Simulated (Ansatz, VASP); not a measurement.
## Two plane-wave programs on FeGe

File POSCAR:

```
FeGe
1.0
    4.6890000000      0.0000000000      0.0000000000
    0.0000000000      4.6890000000      0.0000000000
    0.0000000000      0.0000000000      4.6890000000
Ge Fe
4 4
Direct
    0.1580000000      0.3420000000      0.6580000000
    0.3420000000      0.6580000000      0.1580000000
    0.6580000000      0.1580000000      0.3420000000
    0.8420000000      0.8420000000      0.8420000000
    0.8650000000      0.6350000000      0.3650000000
    0.6350000000      0.3650000000      0.8650000000
    0.3650000000      0.8650000000      0.6350000000
    0.1350000000      0.1350000000      0.1350000000
```

INCAR.step1

```
SYSTEM = FeGe
ALGO = Normal
EDIFF = 1E-4
ENCUT = 520
GGA = PE
ISMEAR = -1
ISPIN = 2
LASPH = .True.
LCHARG = .False.
LMAXMIX = 4
LREAL = .False.
LWAVE = .True.
MAGMOM = 0 0 0 0 3 3 3 3
NBANDS = 58
NELM = 150
PREC = Accurate
SIGMA = 0.05
```

INCAR.step2

```
SYSTEM = FeGe
ALGO = Normal
EDIFF = 1E-6
ENCUT = 520
ISIF = 2
ISMEAR = -1
ISPIN = 2
ISTART = 1
LASPH = .True.
LCHARG = .False.
LMAXMIX = 4
LMIXTAU = .True.
LORBIT = 11
LREAL = .False.
LWAVE = .False.
MAGMOM = 0 0 0 0 3 3 3 3
METAGGA = R2SCAN
NBANDS = 58
NELM = 150
PREC = Accurate
SIGMA = 0.05
```

File KPOINTS:

```
k-points
0
Gamma
  6 6 6
  0 0 0
```

The input input.yaml:

```yaml
crystal:
  lattice:
    - [4.689, 0.0, 0.0]
    - [0.0, 4.689, 0.0]
    - [0.0, 0.0, 4.689]
  atoms:
    - { symbol: Ge, position: [0.158, 0.342, 0.658] }
    - { symbol: Ge, position: [0.342, 0.658, 0.158] }
    - { symbol: Ge, position: [0.658, 0.158, 0.342] }
    - { symbol: Ge, position: [0.842, 0.842, 0.842] }
    - { symbol: Fe, position: [0.865, 0.635, 0.365], spin: 3.0 }
    - { symbol: Fe, position: [0.635, 0.365, 0.865], spin: 3.0 }
    - { symbol: Fe, position: [0.365, 0.865, 0.635], spin: 3.0 }
    - { symbol: Fe, position: [0.135, 0.135, 0.135], spin: 3.0 }
hamiltonian:
  xc: r2scan
  pseudopotentials: { kind: paw }
magnetization:
  spin_polarized: true
kpoints:
  mp_grid: { grid: [6, 6, 6] }
  band_path:
    path:
      - [[0.0, 0.0, 0.0], [0.0, 0.5, 0.0], [0.5, 0.5, 0.0], [0.0, 0.0, 0.0], [0.5, 0.5, 0.5], [0.0, 0.5, 0.0]]
      - [[0.5, 0.5, 0.0], [0.5, 0.5, 0.5]]
    npoints: 10
scf:
  occupations: { method: fermi_dirac, width: 0.05 }
  n_extra_bands: 20
output:
  forces: true
  stress: true
  eigenvalues: true
  fatbands: true
```

Alike in both runs: functional r2SCAN; k mesh 6 × 6 × 6; occupations fermi-dirac, width 0.05 eV; collinear spin.

|  | VASP | Ansatz |
| --- | --- | --- |
| version | VASP 6.6.1 | Ansatz 0.2.0 |
| potentials or method | VASP PAW PBE potentials, release 64 (Ge_d, Fe) | Ansatz PAW |
| plane-wave cutoff (eV) | 520 | 500 |
| valence electrons in the cell | 88 | 120 |
| task | single point | band structure |

|  | VASP | Ansatz | Ansatz less VASP |
| --- | --- | --- | --- |
| gap on the k mesh at the Fermi level (eV) | none | none | - |
| pressure (GPa) | 2.1 | 2.4 | +0.30 |
| rms of the force components (eV/Å) | 0.107 | 0.117 | +0.0099 |
| net moment per atom (μB) | 0.96 | 0.96 | +0.008 |
| size of the moment on the site where the two differ most (μB) | 0.13 | 0.09 | -0.048 |

VASP's potentials were made for PBE, not for r2SCAN. Site moments also hang on the region over which each program counts them. Atom by atom the forces differ by 0.011 eV/Å (rms over components). A gap of «none» marks a metal or a gap that the smearing closes. VASP's potentials hold 88 valence electrons a cell and Ansatz's 120, so a difference there can come from the potentials and not from the codes.

Noted on Ansatz's run: the magnetic or orbital state may not be the lowest.
